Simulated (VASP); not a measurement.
Write the native input for VASP 6.6.1 that does the following.

* Task: single point
* Functional: r2SCAN
* Potentials or basis: VASP PAW PBE potentials, release 64 (Hf_pv, B)
* Cutoff: 520 eV
* k mesh: 10 × 10 × 10
* Occupations: fermi-dirac, width 0.05 eV
* Spin: no spin polarisation
* Hubbard terms: Hf d U = 1.0 eV
* Dipole correction: no
* Further INCAR settings: ALGO = Normal; EDIFF = 1e-07; NBANDS = 14

The system is HfB.

```xyz
2
Lattice="0.0000 2.4202 2.4202 2.4202 0.0000 2.4202 2.4202 2.4202 0.0000" Properties=species:S:1:pos:R:3 pbc="T T T"
Hf    2.4202    2.4202    2.4202
B     0.0000    0.0000    0.0000
```

These files were run (other wordings do the same):

POSCAR

```
HfB
1.0
    0.0000000000      2.4202070861      2.4202070861
    2.4202070861      0.0000000000      2.4202070861
    2.4202070861      2.4202070861      0.0000000000
Hf B
1 1
Direct
    0.5000000000      0.5000000000      0.5000000000
    0.0000000000      0.0000000000      0.0000000000
```

INCAR.step1

```
ALGO = Normal ; EDIFF = 1E-4
ENCUT = 520 ; GGA = PE
ISMEAR = -1 ; LASPH = T
LCHARG = F ; LDAU = T
LDAUJ = 0 0 ; LDAUL = 2 -1
LDAUTYPE = 2 ; LDAUU = 1 0
LMAXMIX = 4 ; LREAL = F
LWAVE = T ; NBANDS = 14
NELM = 150 ; PREC = Accurate
SIGMA = 0.05
```

INCAR.step2

```
ALGO = Normal ; EDIFF = 1E-7
ENCUT = 520 ; ISIF = 2
ISMEAR = -1 ; ISTART = 1
LASPH = T ; LCHARG = T
LDAU = T ; LDAUJ = 0 0
LDAUL = 2 -1 ; LDAUPRINT = 1
LDAUTYPE = 2 ; LDAUU = 1 0
LELF = T ; LMAXMIX = 4
LMIXTAU = T ; LREAL = F
LVHAR = T ; LWAVE = F
METAGGA = R2SCAN ; NBANDS = 14
NELM = 150 ; PREC = Accurate
SIGMA = 0.05
```

KPOINTS

```
k-points
0
Gamma
  10 10 10
```

Potentials or basis: VASP PAW PBE potentials, release 64 (Hf_pv, B).

The run is started by

```bash
$ cat potpaw_PBE.64/Hf_pv/POTCAR potpaw_PBE.64/B/POTCAR > POTCAR
$ cp INCAR.step1 INCAR
$ mpirun -np 1 vasp_std > vasp.out
$ cp INCAR.step2 INCAR
$ mpirun -np 1 vasp_std > vasp.out
```

Results of the run:

The pressure is 1.1 GPa.

Caveat: the PAW data sets were made with another functional, which shifts forces and pressure a little; U without spin polarisation on a metal has little footing; the U is typed as a test and isn't derived for this compound.

It took 2.4 min on 1 thread of Intel(R) Xeon(R) Platinum 8488C (Sapphire Rapids), with other jobs on the host, peak memory 0.17 GiB.
